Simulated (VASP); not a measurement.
# Tl: relaxation of cell and atoms with PBE+D3(BJ)

The system is Tl.

```
Tl
1.0
     3.41486    0.00000    0.00000
    -1.70743    2.95736    0.00000
     0.00000    0.00000    5.29762
Tl
2
Cartesian
  0.0000 1.9716 1.3244
  1.7074 0.9858 3.9732
```

```json
{"Program": "VASP 6.6.1", "Task": "relaxation of cell and atoms", "Functional": "PBE", "Dispersion": "D3(BJ)", "Potentials or basis": "VASP PAW PBE potentials, release 64 (Tl_d)", "Cutoff": "600 eV", "k mesh": "15 × 15 × 8", "Occupations": "gaussian, width 0.1 eV", "Spin": "no spin polarisation", "Target pressure": "4 GPa", "Dipole correction": "no", "Further INCAR settings": "ALGO = Fast; EDIFF = 1e-06; IBRION = 2; EDIFFG = -0.008; NSW = 70; ISIF = 3"}
```

```json
{
  "Relaxed volume": "26.88 Å³/atom",
  "Relaxed cell": "a = 3.391 Å, b = 3.391 Å, c = 5.398 Å, α = 90.00°, β = 90.00°, γ = 120.00°",
  "Space group after relaxing (to 0.1 Å)": "P6_3/mmc (No. 194)",
  "Energy change on relaxing (the run minimises the enthalpy)": "-4.0 meV/atom",
  "Ionic steps": "7",
  "Pressure after relaxing": "4.0 GPa",
  "Band gap on the k mesh": "zero (bands 13 and 14 overlap by 6.19 eV)",
  "Dispersion energy per atom": "-0.366 eV"
}
```

The path:
```tsv
step	energy change (eV)	largest force (eV/Å)	pressure (GPa)	volume (Å³)
1	0.0000	0.0000	4.36	53.50
2	-0.0122	0.0000	3.89	53.97
3	-0.0112	0.0000	3.93	53.93
4	-0.0109	0.0000	3.93	53.91
5	-0.0098	0.0000	3.95	53.84
6	-0.0066	0.0000	4.04	53.70
7	-0.0080	0.0000	4.02	53.75
```

Final structure:
```
Tl
1.0
     3.39088    0.00000    0.00000
    -1.69544    2.93659    0.00000
     0.00000    0.00000    5.39797
Tl
2
Direct
  0.33333 0.66667 0.25000
  0.66667 0.33333 0.75000
```

Levels at points of the mesh, in eV from the Fermi level:
```csv
k point,band 9,band 10,band 11,band 12,band 13,band 14,band 15,band 16,band 17
"(0.00, 0.00, 0.00)",-11.14,-11.14,-10.51,-5.06,-3.11,8.33,8.33,10.37,10.55
"(0.00, 0.00, 0.50)",-11.27,-11.27,-8.96,-8.96,3.62,3.62,9.36,9.36,9.36
```

Wall time 3.1 min on 1 thread of AMD EPYC 9R45 96-Core Processor (Zen 5), on a shared host, peak memory 0.26 GiB.

Caveat: the cell is relaxed towards a set pressure, so the run minimises the enthalpy, not the energy; spin-orbit coupling is left out, which moves the levels of the heavy elements. Zero-point motion and thermal expansion aren't in these numbers.
